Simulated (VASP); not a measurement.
Input of a VASP 6.6.1 run:

The input INCAR:

```
PREC = Accurate
ENCUT = 520
EDIFF = 1E-6
ISMEAR = 0
SIGMA = 0.05
LREAL = Auto
LASPH = True
NELM = 100
ALGO = Normal
ISIF = 2
LWAVE = False
LCHARG = True
GGA = PE
LELF = True
LVHAR = True
NBANDS = 42
NELECT = 56.0
```

Contents of KPOINTS:

```
Automatic mesh
0
Gamma
  6 6 6
```

POSCAR

```
B8N7
1.0
   -1.2770455854     -2.2119078376     -4.2240394007
   -1.2770455854     -2.2119078376      4.2240394007
   -2.5540911709      4.4238156750      0.0000000000
B N
8 7
Direct
    0.6667526990      0.6665806343      0.8333333333
    0.6667526990      0.6665806343      0.3333333333
    0.1667526990      0.1665806343      0.8333333333
    0.1667526990      0.1665806343      0.3333333333
    0.0834193657      0.5832473010      0.1666666667
    0.0834193657      0.5832473010      0.6666666667
    0.5834193657      0.0832473010      0.1666666667
    0.5834193657      0.0832473010      0.6666666667
    0.7749634139      0.4001354785      0.4187747231
    0.3540806343      0.9792526990      0.8333333333
    0.3540806343      0.9792526990      0.3333333333
    0.2707473010      0.3959193657      0.1666666667
    0.2707473010      0.3959193657      0.6666666667
    0.7707473010      0.8959193657      0.1666666667
    0.7707473010      0.8959193657      0.6666666667
```

Potentials or basis: VASP PAW PBE potentials, release 64 (B, N).

The run is started by

```bash
$ cat potpaw_PBE.64/B/POTCAR potpaw_PBE.64/N/POTCAR > POTCAR
$ mpirun -np 1 vasp_std > vasp.out
```

Predict the largest force.

7.558 eV/Å.

Forces in eV/Å, atoms in the order of the input:
```
B   -0.063  0.161  4.503
B   -0.648  1.886  1.177
B    0.408 -0.102 -0.042
B    0.135  0.283  0.338
B   -2.759 -1.472 -3.191
B   -3.468 -1.693 -3.683
B    3.738  1.434 -2.305
B    2.852  2.579 -1.963
N   -1.753 -6.430  3.565
N   -0.987 -0.274  1.086
N    2.508  3.439  1.346
N    1.127  0.458  2.527
N   -0.808  0.108 -0.782
N    0.629 -0.033 -2.812
N   -0.910 -0.345  0.236
```

Caveat: the cell carries a net charge on a neutralising background, which shifts energy and pressure; the cell differs from its parent crystal (atoms taken out, atom 9 moved 0.250 of the way to it and +0.350 Å across, host rigid).
